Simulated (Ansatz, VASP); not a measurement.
Al: VASP beside Ansatz

INCAR

```
SYSTEM = Al
  ALGO = Fast
  EDIFF = 1E-6
  ENCUT = 520
  GGA = CA
  ISIF = 2
  ISMEAR = 0
  LASPH = .TRUE.
  LCHARG = .FALSE.
  LREAL = .FALSE.
  LWAVE = .FALSE.
  NBANDS = 18
  NELM = 80
  PREC = Accurate
  SIGMA = 0.15
```

Contents of KPOINTS:

```
k-points
0
G
  19 19 4
  0 0 0
```

The input POSCAR:

```
Al
1.0
    2.0239800000     -2.0239800000      0.0000000000
    2.0239800000      0.0000000000     -2.0239800000
    8.6732702692      8.6732702692      8.6732702692
Al
6
Direct
    0.6666666667      0.6666666667      0.0777705579
    0.0000000000      0.0000000000      0.8556317096
    0.3333333333      0.3333333333      0.2333427883
    0.6666666667      0.6666666667      0.5444872489
    0.0000000000      0.0000000000      0.3889150186
    0.3333333333      0.3333333333      0.7000594792
```

Input for Ansatz:

```yaml
crystal:
  lattice:
    - [2.02398, -2.02398, 0.0]
    - [2.02398, 0.0, -2.02398]
    - [8.6732702692, 8.6732702692, 8.6732702692]
  atoms:
    - { symbol: Al, position: [0.6666666667, 0.6666666667, 0.0777705579] }
    - { symbol: Al, position: [0.0, 0.0, 0.8556317096] }
    - { symbol: Al, position: [0.3333333333, 0.3333333333, 0.2333427883] }
    - { symbol: Al, position: [0.6666666667, 0.6666666667, 0.5444872489] }
    - { symbol: Al, position: [0.0, 0.0, 0.3889150186] }
    - { symbol: Al, position: [0.3333333333, 0.3333333333, 0.7000594792] }
basis:
  ecutwfc: 420
kpoints:
  mp_grid: { grid: [19, 19, 4] }
hamiltonian:
  xc: lda
scf:
  occupations: { method: gaussian, width: 0.15 }
output:
  forces: true
  stress: true
  eigenvalues: true
```

Alike in both runs: task single point; functional LDA; k mesh 19 × 19 × 4; occupations gaussian, width 0.15 eV; no spin polarisation.

```csv
,VASP,Ansatz
version,VASP 6.6.1,Ansatz 0.2.0
potentials or method,"VASP PAW LDA potentials, release 64 (Al), cutoff 520 eV","scalar-relativistic, plane waves, PAW"
valence electrons in the cell,18,18
```

Ansatz gave:

- gap on the k mesh at the Fermi level (eV): none
- pressure (GPa): -4.8
- traceless stress, the component that is largest in VASP (GPa): 0.14
- rms of the force components (eV/Å): 0.110

Task: Which values does VASP return?

Result: gap on the k mesh at the Fermi level (eV): none; pressure (GPa): -4.8; traceless stress, the component that is largest in VASP (GPa): 0.14; rms of the force components (eV/Å): 0.111.

LDA's correlation is that of Perdew and Zunger in VASP and of Perdew and Wang (1992) in Ansatz. Atom by atom the forces differ by 0.001 eV/Å (rms over components). A gap of «none» marks a metal or a gap that the smearing closes.
